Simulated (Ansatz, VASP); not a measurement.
Os in VASP and in Ansatz

INCAR

```
PREC = Accurate
ENCUT = 600
EDIFF = 1E-6
ISMEAR = -1
SIGMA = 0.1
LREAL = False
LASPH = True
NELM = 60
ALGO = Normal
ISIF = 3
LWAVE = False
LCHARG = False
GGA = PE
IBRION = 2
NSW = 60
EDIFFG = -0.005
```

KPOINTS

```
Automatic mesh
0
Gamma
  17 17 17
```

POSCAR

```
Os
1.0
   -1.5284210575      1.5284210575      1.5284210575
    1.5284210575     -1.5284210575      1.5284210575
    1.5284210575      1.5284210575     -1.5284210575
Os
1
Direct
    0.0000000000      0.0000000000      0.0000000000
```

Input for Ansatz:

```yaml
crystal:
  lattice:
    - [-1.5284210575, 1.5284210575, 1.5284210575]
    - [1.5284210575, -1.5284210575, 1.5284210575]
    - [1.5284210575, 1.5284210575, -1.5284210575]
  atoms:
    - { symbol: Os, position: [0.0, 0.0, 0.0] }
kpoints:
  mp_grid: { grid: [17, 17, 17] }
scf:
  occupations: { method: fermi_dirac, width: 0.1 }
hamiltonian:
  xc: pbe
  pseudopotentials: { kind: paw }
output:
  forces: true
  stress: true
  write_density: true
  write_potential: true
  elf: true
  volumetric_format: npy
relax:
  f_tol: 0.005
  max_steps: 40
  cell: {}
```

Alike in both runs: task relaxation of cell and atoms; functional PBE; k mesh 17 × 17 × 17; occupations fermi-dirac, width 0.1 eV; no spin polarisation.

|  | VASP | Ansatz |
| --- | --- | --- |
| version | VASP 6.6.1 | Ansatz 0.2.0 |
| potentials or method | VASP PAW PBE potentials, release 64 (Os) | PAW with Ansatz's default frozen-core files, scalar-relativistic |
| plane-wave cutoff (eV) | 600 | 420 |
| valence electrons in the cell | 8 | 16 |

```tsv
	VASP	Ansatz	Ansatz less VASP
relaxed volume (Å³/atom)	14.80	14.79	-0.010
relaxed cell length with the largest relative difference (Å)	2.679	2.678	-0.0006
```

VASP's potentials hold 8 valence electrons a cell and Ansatz's 16, so a difference there can come from the potentials and not from the codes.

Neither program's run includes spin-orbit coupling.
